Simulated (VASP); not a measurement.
# SrO (Fm-3m) in VASP: notebook, part 2 of 2

VASP 6.6.1. The steps go on from the part before.

## 4. Single point, PBE, non-collinear spin, zero start, spin-orbit coupling

This run uses another cell than the first one, of 16.56 Å³/atom, 1.043 times its volume.

Contents of INCAR:

```
PREC = Accurate ; ENCUT = 520
EDIFF = 1E-7 ; ISMEAR = -1
SIGMA = 0.05 ; LREAL = F
LASPH = T ; NELM = 150
ALGO = Normal ; ISIF = 2
LWAVE = F ; LCHARG = F
MAGMOM = 0 0 0 0 0 0 ; LORBIT = 11
LSORBIT = T ; GGA_COMPAT = F
LORBMOM = T ; GGA = PE
NBANDS = 28
```

Contents of KPOINTS:

```
regular mesh
0
Gamma
  9 9 9
```

Contents of POSCAR:

```
SrO
1.0
    0.0000000000      2.5490759911      2.5490759911
    2.5490759911      0.0000000000      2.5490759911
    2.5490759911      2.5490759911      0.0000000000
Sr O
1 1
Direct
    0.5000000000      0.5000000000      0.5000000000
    0.0000000000      0.0000000000      0.0000000000
```

Potentials or basis: VASP PAW PBE potentials, release 64 (Sr_sv, O).

Run with:

```
> cat potpaw_PBE.64/Sr_sv/POTCAR potpaw_PBE.64/O/POTCAR > POTCAR
> mpirun -np 1 vasp_ncl > vasp.out
```

OUTCAR:

```text
PREC = Accurate
   ENCUT = 520
   EDIFF = 1E-7
   ISMEAR = -1
   LREAL = F
   LASPH = T
   NELM = 150
   ISIF = 2
   LORBIT = 11
   LSORBIT = T
   GGA = PE

 ion  position               nearest neighbor table
   1  0.500  0.500  0.500-   2 2.55   2 2.55   2 2.55   2 2.55   2 2.55   2 2.55
   2  0.000  0.000  0.000-   1 2.55   1 2.55   1 2.55   1 2.55   1 2.55   1 2.55

  LATTYP: Found a face centered cubic cell.
 ALAT       =     5.0981519822

  Lattice vectors:

 A1 = (   0.0000000000,   2.5490759911,   2.5490759911)
 A2 = (   2.5490759911,   0.0000000000,   2.5490759911)
 A3 = (   2.5490759911,   2.5490759911,   0.0000000000)

Analysis of symmetry for initial positions (statically):
=====================================================================
 Subroutine PRICEL returns:
 Original cell was already a primitive cell.

 Routine SETGRP: Setting up the symmetry group for a
 face centered cubic supercell.

 Subroutine GETGRP returns: Found 48 space group operations
[... 9 lines left out ...]

 Routine SETGRP: Setting up the symmetry group for a
 face centered cubic supercell.

 Subroutine GETGRP returns: Found 48 space group operations
 (whereof 48 operations were pure point group operations)
 out of a pool of 48 trial point group operations.

The dynamic configuration has the point symmetry O_h .

Analysis of structural, dynamic, and magnetic symmetry:
=====================================================================
 Subroutine PRICEL returns:
 Original cell was already a primitive cell.

 Routine SETGRP: Setting up the symmetry group for a
 face centered cubic supercell.

 Subroutine GETGRP returns: Found 48 space group operations
 (whereof 48 operations were pure point group operations)
 out of a pool of 48 trial point group operations.

The overall configuration has the point symmetry O_h .

 Subroutine INISYM returns: Found 48 space group operations
[... 5 lines left out ...]
                                     Primitive cell

  volume of cell :      33.1267

  direct lattice vectors                    reciprocal lattice vectors
     0.000000000  2.549075991  2.549075991    -0.196149507  0.196149507  0.196149507
     2.549075991  0.000000000  2.549075991     0.196149507 -0.196149507  0.196149507
     2.549075991  2.549075991  0.000000000     0.196149507  0.196149507 -0.196149507

  length of vectors
     3.604937838  3.604937838  3.604937838     0.339740913  0.339740913  0.339740913

  position of ions in fractional coordinates (direct lattice)
     0.500000000  0.500000000  0.500000000
     0.000000000  0.000000000  0.000000000

  ion indices of the primitive-cell ions
   primitive index   ion index
                 1           1
                 2           2

----------------------------------------------------------------------------------------

 KPOINTS: regular mesh
[... 122 lines left out ...]
 fundamental gap:      3.2863301796
 Fermi energy:         2.8156550576

 k-point     1 :       0.0000    0.0000    0.0000
  band No.  band energies     occupation
      1     -30.5101      1.00000
      2     -30.5101      1.00000
      3     -13.3364      1.00000
      4     -13.3364      1.00000
      5     -12.9002      1.00000
      6     -12.9002      1.00000
[... 733 lines left out ...]
     27      12.9362      0.00000
     28      12.9362      0.00000

 [... further k-points ...]
[... 5 lines left out ...]
  --------------------------------------------------------------------------------------
  -------------------------------------------------------------------------------------
  Total        1.2537185      1.2537185      1.2537185      0.0000000      0.0000000      0.0000000
  in kB       60.6362402     60.6362402     60.6362402      0.0000000      0.0000000      0.0000000
  external PRESSURE =      60.6362402 kB  Pullay stress =       0.0000000 kB

 VOLUME and BASIS-vectors are now :
 -----------------------------------------------------------------------------
  energy-cutoff  :      520.00
  volume of cell :       33.13
      direct lattice vectors                 reciprocal lattice vectors
     0.000000000  2.549075991  2.549075991    -0.196149507  0.196149507  0.196149507
     2.549075991  0.000000000  2.549075991     0.196149507 -0.196149507  0.196149507
     2.549075991  2.549075991  0.000000000     0.196149507  0.196149507 -0.196149507

 POSITION                                       TOTAL-FORCE (eV/Angst)
 -----------------------------------------------------------------------------------
      2.54908      2.54908      2.54908         0.000000      0.000000      0.000000
      0.00000      0.00000      0.00000        -0.000000     -0.000000     -0.000000
 -----------------------------------------------------------------------------------
    total drift:                                0.000000      0.000000      0.000000

  FREE ENERGIE OF THE ION-ELECTRON SYSTEM (eV)
  ---------------------------------------------------
  free  energy   TOTEN  =       -12.1027491459 eV

  energy  without entropy=      -12.1027491458  energy(sigma->0) =      -12.10274915

 orbital moment (x)

 # of ion     p       d       tot
 ----------------------------------------
  1         0.000   0.000   0.000
  2         0.000   0.000   0.000
 ----------------------------------------
            0.000   0.000   0.000

 orbital moment (y)

 # of ion     p       d       tot
 ----------------------------------------
  1         0.000  -0.000   0.000
  2        -0.000   0.000  -0.000
 ----------------------------------------
            0.000  -0.000   0.000

 orbital moment (z)

 # of ion     p       d       tot
 ----------------------------------------
  1         0.000   0.000   0.000
  2        -0.000   0.000  -0.000
 ----------------------------------------
           -0.000   0.000  -0.000

 Spin-Orbit-Coupling matrix elements

 Ion:    1  E_soc:     -0.1752814
 l=   1
     0.0000000    -0.0291858    -0.0291858
    -0.0291858     0.0000000    -0.0291858
    -0.0291858    -0.0291858     0.0000000
 l=   2
     0.0000000    -0.0000017     0.0000000    -0.0000017    -0.0000260
    -0.0000017     0.0000000    -0.0000195    -0.0000017    -0.0000065
     0.0000000    -0.0000195     0.0000000    -0.0000195     0.0000000
    -0.0000017    -0.0000017    -0.0000195     0.0000000    -0.0000065
    -0.0000260    -0.0000065     0.0000000    -0.0000065     0.0000000
 l=   3
     0.0000000     0.0000000     0.0000000     0.0000000     0.0000000     0.0000000     0.0000000
     0.0000000     0.0000000     0.0000000     0.0000000     0.0000000     0.0000000     0.0000000
     0.0000000     0.0000000     0.0000000     0.0000000     0.0000000     0.0000000     0.0000000
     0.0000000     0.0000000     0.0000000     0.0000000     0.0000000     0.0000000     0.0000000
     0.0000000     0.0000000     0.0000000     0.0000000     0.0000000     0.0000000     0.0000000
     0.0000000     0.0000000     0.0000000     0.0000000     0.0000000     0.0000000     0.0000000
     0.0000000     0.0000000     0.0000000     0.0000000     0.0000000     0.0000000     0.0000000

 Ion:    2  E_soc:     -0.0003179
 l=   1
     0.0000000    -0.0000530    -0.0000530
    -0.0000530     0.0000000    -0.0000530
    -0.0000530    -0.0000530     0.0000000
 l=   2
     0.0000000     0.0000000     0.0000000     0.0000000     0.0000000
     0.0000000     0.0000000     0.0000000     0.0000000     0.0000000
     0.0000000     0.0000000     0.0000000     0.0000000     0.0000000
     0.0000000     0.0000000     0.0000000     0.0000000     0.0000000
     0.0000000     0.0000000     0.0000000     0.0000000     0.0000000
 l=   3
     0.0000000     0.0000000     0.0000000     0.0000000     0.0000000     0.0000000     0.0000000
     0.0000000     0.0000000     0.0000000     0.0000000     0.0000000     0.0000000     0.0000000
     0.0000000     0.0000000     0.0000000     0.0000000     0.0000000     0.0000000     0.0000000
     0.0000000     0.0000000     0.0000000     0.0000000     0.0000000     0.0000000     0.0000000
     0.0000000     0.0000000     0.0000000     0.0000000     0.0000000     0.0000000     0.0000000
     0.0000000     0.0000000     0.0000000     0.0000000     0.0000000     0.0000000     0.0000000
     0.0000000     0.0000000     0.0000000     0.0000000     0.0000000     0.0000000     0.0000000

 total charge

# of ion       s       p       d       tot
------------------------------------------
    1        2.019   5.841   0.270   8.130
    2        1.553   3.434   0.000   4.987
--------------------------------------------------
tot          3.572   9.275   0.270  13.117

 magnetization (x)

# of ion       s       p       d       tot
------------------------------------------
    1        0.000  -0.000   0.000  -0.000
    2        0.000   0.000   0.000   0.000
--------------------------------------------------
tot          0.000  -0.000   0.000  -0.000

 magnetization (y)

# of ion       s       p       d       tot
------------------------------------------
    1        0.000  -0.000   0.000  -0.000
    2        0.000  -0.000   0.000  -0.000
--------------------------------------------------
tot          0.000  -0.000   0.000  -0.000

 magnetization (z)

# of ion       s       p       d       tot
------------------------------------------
    1       -0.000  -0.000   0.000  -0.000
    2       -0.000   0.000   0.000  -0.000
--------------------------------------------------
tot         -0.000  -0.000   0.000  -0.000
```

OSZICAR:

```text
N       E                     dE             d eps       ncg     rms          rms(c)
DAV:   1     0.829914150152E+02    0.82991E+02   -0.79690E+03  1960   0.110E+03
DAV:   2    -0.911656646153E+01   -0.92108E+02   -0.86298E+02  2564   0.259E+02
DAV:   3    -0.141652922146E+02   -0.50487E+01   -0.50031E+01  2896   0.513E+01
DAV:   4    -0.143121096188E+02   -0.14682E+00   -0.14666E+00  2536   0.682E+00
DAV:   5    -0.143135570545E+02   -0.14474E-02   -0.14471E-02  2528   0.658E-01    0.228E+01
DAV:   6    -0.122040741183E+02    0.21095E+01   -0.68766E+00  2024   0.213E+01    0.244E+01
DAV:   7    -0.121101159703E+02    0.93958E-01   -0.55592E-01  2376   0.600E+00    0.144E+01
DAV:   8    -0.121014136422E+02    0.87023E-02   -0.13256E-01  2156   0.365E+00    0.183E+00
DAV:   9    -0.121015276037E+02   -0.11396E-03   -0.65616E-03  2916   0.633E-01    0.309E-01
DAV:  10    -0.121021804060E+02   -0.65280E-03   -0.89885E-04  2268   0.223E-01    0.152E-01
DAV:  11    -0.121027348661E+02   -0.55446E-03   -0.44630E-04  2016   0.174E-01    0.292E-02
DAV:  12    -0.121027418909E+02   -0.70248E-05   -0.19502E-05  2652   0.389E-02    0.182E-02
DAV:  13    -0.121027491919E+02   -0.73010E-05   -0.18343E-05  2092   0.373E-02    0.131E-02
DAV:  14    -0.121027490530E+02    0.13889E-06   -0.12447E-06  2344   0.111E-02    0.424E-03
DAV:  15    -0.121027491459E+02   -0.92867E-07   -0.12298E-07  2104   0.373E-03
   1 F= -.12102749E+02 E0= -.12102749E+02  d E =-.605573E-10  mag=    -0.0000     0.0000    -0.0000
```

Wall time 44 s (1 thread of AMD EPYC 9R45 (Zen 5), shared host); peak memory 0.24 GiB.

Results:

- Free energy: -12.1027 eV
- Pressure: 6.1 GPa
- Net moment: 0.00 μB per cell
- Valence electrons inside the program's atomic spheres: Sr 8.13; O 4.99

Moments on the atoms (μB; x, y, z):
```
Sr  0.00 0.00 0.00
O   0.00 0.00 0.00
```

## 5. Single point, PBE, non-collinear spin, zero start, spin-orbit coupling

This run uses another cell than the first one, of 16.90 Å³/atom, 1.064 times its volume.

Contents of INCAR:

```
SYSTEM = SrO
  ALGO = Normal
  EDIFF = 1E-7
  ENCUT = 520
  GGA = PE
  GGA_COMPAT = .FALSE.
  ISIF = 2
  ISMEAR = -1
  LASPH = .TRUE.
  LCHARG = .TRUE.
  LORBIT = 11
  LORBMOM = .TRUE.
  LREAL = .FALSE.
  LSORBIT = .TRUE.
  LVHAR = .TRUE.
  LWAVE = .FALSE.
  MAGMOM = 0 0 0 0 0 0
  NBANDS = 28
  NELM = 150
  PREC = Accurate
  SIGMA = 0.05
```

Contents of KPOINTS:

```
k-points
0
G
  9 9 9
  0 0 0
```

Contents of POSCAR:

```
SrO
1.0
    0.0000000000      2.5663000000      2.5663000000
    2.5663000000      0.0000000000      2.5663000000
    2.5663000000      2.5663000000      0.0000000000
Sr O
1 1
Direct
    0.5000000000      0.5000000000      0.5000000000
    0.0000000000      0.0000000000      0.0000000000
```

Run with:

```
> cat potpaw_PBE.64/Sr_sv/POTCAR potpaw_PBE.64/O/POTCAR > POTCAR
> mpirun -np 1 vasp_ncl > vasp.out
```

Run time: 47 s. Hardware: 1 thread of AMD EPYC 9R45 (Zen 5), shared host; peak memory 0.24 GiB.

It converged, with:

```yaml
Free_energy: -12.1242 eV
Pressure: 3.9 GPa
Net_moment: 0.00 μB per cell
Valence_electrons_inside_the_program's_atomic_spheres: Sr 8.11; O 4.98
```

Moments on the atoms (μB; x, y, z):
```
Sr  0.00 0.00 0.00
O   0.00 0.00 0.00
```

## 6. Single point, PBE, non-collinear spin, zero start, spin-orbit coupling

This run uses another cell than the first one, of 17.24 Å³/atom, 1.085 times its volume.

Contents of INCAR:

```
SYSTEM = SrO
ALGO = Normal
EDIFF = 1E-6
ENCUT = 520
GGA = PE
GGA_COMPAT = .False.
ISIF = 2
ISMEAR = -1
LASPH = .True.
LCHARG = .False.
LORBIT = 11
LORBMOM = .True.
LREAL = .False.
LSORBIT = .True.
LWAVE = .False.
MAGMOM = 0 0 0 0 0 0
NBANDS = 28
NELM = 150
PREC = Accurate
SIGMA = 0.05
```

Contents of KPOINTS:

```
k-points
0
Gamma
  9 9 9
  0 0 0
```

Contents of POSCAR:

```
SrO
1.0
    0.0000000000      2.5832958595      2.5832958595
    2.5832958595      0.0000000000      2.5832958595
    2.5832958595      2.5832958595      0.0000000000
Sr O
1 1
Direct
    0.5000000000      0.5000000000      0.5000000000
    0.0000000000      0.0000000000      0.0000000000
```

Potentials or basis: VASP PAW PBE potentials, release 64 (Sr_sv, O).

Run with:

```
> cat potpaw_PBE.64/Sr_sv/POTCAR potpaw_PBE.64/O/POTCAR > POTCAR
> mpirun -np 1 vasp_ncl > vasp.out
```

OUTCAR:

```text
SYSTEM = SrO
   EDIFF = 1E-6
   ENCUT = 520
   GGA = PE
   ISIF = 2
   ISMEAR = -1
   LASPH = .True.
   LORBIT = 11
   LREAL = .False.
   LSORBIT = .True.
   NELM = 150
   PREC = Accurate

 ion  position               nearest neighbor table
   1  0.500  0.500  0.500-   2 2.58   2 2.58   2 2.58   2 2.58   2 2.58   2 2.58
   2  0.000  0.000  0.000-   1 2.58   1 2.58   1 2.58   1 2.58   1 2.58   1 2.58

  LATTYP: Found a face centered cubic cell.
 ALAT       =     5.1665917190

  Lattice vectors:

 A1 = (   0.0000000000,   2.5832958595,   2.5832958595)
 A2 = (   2.5832958595,   0.0000000000,   2.5832958595)
 A3 = (   2.5832958595,   2.5832958595,   0.0000000000)

[... 1034 lines left out ...]
     0.0000000     0.0000000     0.0000000     0.0000000     0.0000000
 l=   3
     0.0000000     0.0000000     0.0000000     0.0000000     0.0000000     0.0000000     0.0000000
     0.0000000     0.0000000     0.0000000     0.0000000     0.0000000     0.0000000     0.0000000
     0.0000000     0.0000000     0.0000000     0.0000000     0.0000000     0.0000000     0.0000000
     0.0000000     0.0000000     0.0000000     0.0000000     0.0000000     0.0000000     0.0000000
     0.0000000     0.0000000     0.0000000     0.0000000     0.0000000     0.0000000     0.0000000
     0.0000000     0.0000000     0.0000000     0.0000000     0.0000000     0.0000000     0.0000000
     0.0000000     0.0000000     0.0000000     0.0000000     0.0000000     0.0000000     0.0000000

 total charge

# of ion       s       p       d       tot
------------------------------------------
    1        2.016   5.832   0.252   8.100
    2        1.552   3.418   0.000   4.970
--------------------------------------------------
tot          3.568   9.249   0.252  13.069

 magnetization (x)

# of ion       s       p       d       tot
------------------------------------------
    1        0.000   0.000  -0.000  -0.000
    2        0.000  -0.000   0.000  -0.000
--------------------------------------------------
tot          0.000  -0.000  -0.000  -0.000

 magnetization (y)

# of ion       s       p       d       tot
------------------------------------------
    1        0.000   0.000   0.000   0.000
    2        0.000   0.000   0.000   0.000
--------------------------------------------------
tot          0.000   0.000   0.000   0.000

 magnetization (z)

# of ion       s       p       d       tot
------------------------------------------
    1        0.000   0.000   0.000   0.000
    2        0.000  -0.000   0.000  -0.000
--------------------------------------------------
tot          0.000  -0.000   0.000  -0.000
```

OSZICAR:

```text
N       E                     dE             d eps       ncg     rms          rms(c)
DAV:   1     0.825085194410E+02    0.82509E+02   -0.79172E+03  1960   0.109E+03
DAV:   2    -0.870733516072E+01   -0.91216E+02   -0.85706E+02  2552   0.256E+02
DAV:   3    -0.141454045838E+02   -0.54381E+01   -0.53947E+01  2836   0.524E+01
DAV:   4    -0.143365514805E+02   -0.19115E+00   -0.19096E+00  2608   0.707E+00
DAV:   5    -0.143385113426E+02   -0.19599E-02   -0.19597E-02  2524   0.740E-01    0.216E+01
DAV:   6    -0.122533607335E+02    0.20852E+01   -0.70549E+00  2024   0.209E+01    0.229E+01
DAV:   7    -0.121443323863E+02    0.10903E+00   -0.56882E-01  2332   0.611E+00    0.136E+01
DAV:   8    -0.121355539741E+02    0.87784E-02   -0.14063E-01  2148   0.379E+00    0.187E+00
DAV:   9    -0.121358104452E+02   -0.25647E-03   -0.71220E-03  2948   0.637E-01    0.339E-01
DAV:  10    -0.121363954891E+02   -0.58504E-03   -0.69612E-04  2224   0.199E-01    0.163E-01
DAV:  11    -0.121370139215E+02   -0.61843E-03   -0.51387E-04  2032   0.178E-01    0.261E-02
DAV:  12    -0.121370235305E+02   -0.96090E-05   -0.20527E-05  2660   0.387E-02    0.147E-02
DAV:  13    -0.121370309770E+02   -0.74465E-05   -0.16502E-05  2104   0.355E-02    0.114E-02
DAV:  14    -0.121370307420E+02    0.23500E-06   -0.12667E-06  2200   0.121E-02
   1 F= -.12137031E+02 E0= -.12137031E+02  d E =-.576036E-11  mag=     0.0000    -0.0000    -0.0000
```

stdout:

```text
POSCAR found type information on POSCAR SrO
 POSCAR found :  2 types and       2 ions
 scaLAPACK will be used
 LDA part: xc-table for (Slater+PW92), standard interpolation
 POSCAR, INCAR and KPOINTS ok, starting setup
 FFT: planning ... GRIDC
 FFT: planning ... GRID_SOFT
 FFT: planning ... GRID
 WAVECAR not read
 entering main loop
```

Run time: 41 s. Hardware: 1 thread of AMD EPYC 9R45 (Zen 5), shared host; peak memory 0.23 GiB.

What came out:

```
Free energy                                           : -12.1370 eV
Pressure                                              : 2.0 GPa
Net moment                                            : 0.00 μB per cell
Valence electrons inside the program's atomic spheres : Sr 8.10; O 4.97
```

Moments on the atoms (μB; x, y, z):
```
Sr  0.00 0.00 0.00
O   0.00 0.00 0.00
```

## 7. Summary

| cell | pressure (GPa) | moment (μB) |
| --- | --- | --- |
| a = 3.555 Å, angles 60.0°, 2 atoms | 11.1 | 0.00 |
| a = 3.580 Å, angles 60.0°, 2 atoms | 8.5 | 0.00 |
| a = 3.605 Å, angles 60.0°, 2 atoms | 6.1 | 0.00 |
| a = 3.629 Å, angles 60.0°, 2 atoms | 3.9 | 0.00 |
| a = 3.653 Å, angles 60.0°, 2 atoms | 2.0 | 0.00 |

Alike in all rows: task single point; level PBE; potentials or basis VASP PAW PBE potentials, release 64 (Sr_sv, O); spin non-collinear, zero start, SOC; k mesh 9 × 9 × 9; cutoff (eV) 520; smearing fermi-dirac 0.05 eV.

Total energies depend on the potentials used, so only differences within one code and one set of settings carry meaning.
